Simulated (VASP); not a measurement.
Crystal: PbS.

```
CELL_PARAMETERS angstrom
2.05694 -3.56583 0.00000
2.05694 3.56583 0.00000
0.00000 0.00000 7.55994
ATOMIC_POSITIONS crystal
Pb 0.00103 0.99897 0.48673
Pb 0.99897 0.00103 0.98673
S 0.66715 0.33285 0.69247
S 0.33285 0.66715 0.19247
```

| Item | Value |
| --- | --- |
| Program | VASP 6.6.1 |
| Task | relaxation of cell and atoms |
| Functional | PBEsol |
| Potentials or basis | VASP PAW PBE potentials, release 64 (Pb_d, S) |
| Cutoff | 500 eV |
| k mesh | 5 × 5 × 3 |
| Occupations | gaussian, width 0.01 eV |
| Spin | no spin polarisation |

At the start: pressure -1.9 GPa; volume 27.72 Å³/atom.

Question: Where does the relaxation end?

Answer: Over 10 steps the energy falls by 9.6 meV/atom and the volume is 26.24 Å³/atom (-5.3 %); space group P6_3mc (No. 186, to 0.05 Å).

Step by step:
```
step  energy change (eV)  largest force (eV/Å)  pressure (GPa)  volume (Å³)
   1              0.0000                0.0124           -1.85       110.90
   2             -0.0205                0.1690            0.67       105.83
   3             -0.0231                0.1229           -0.01       107.06
   4             -0.0257                0.1078            0.00       106.81
   5             -0.0314                0.0680            0.05       106.07
   6             -0.0352                0.0214            0.27       104.59
   7             -0.0374                0.0125           -0.28       105.44
   8             -0.0374                0.0119           -0.25       105.41
   9             -0.0384                0.0116            0.08       104.84
  10             -0.0386                0.0067            0.00       104.98
```

Final structure:
```yaml
crystal:
  lattice:
    - [2.03344, -3.52867, 0.00000]
    - [2.03344, 3.52867, 0.00000]
    - [0.00000, 0.00000, 7.31531]
  atoms:
    - { symbol: Pb, position: [0.00045, 0.99955, 0.47738] }
    - { symbol: Pb, position: [0.99955, 0.00045, 0.97738] }
    - { symbol: S, position: [0.66700, 0.33300, 0.70182] }
    - { symbol: S, position: [0.33300, 0.66700, 0.20182] }
```

Caveat: the PAW data sets were made with another functional, which shifts forces and pressure a little.
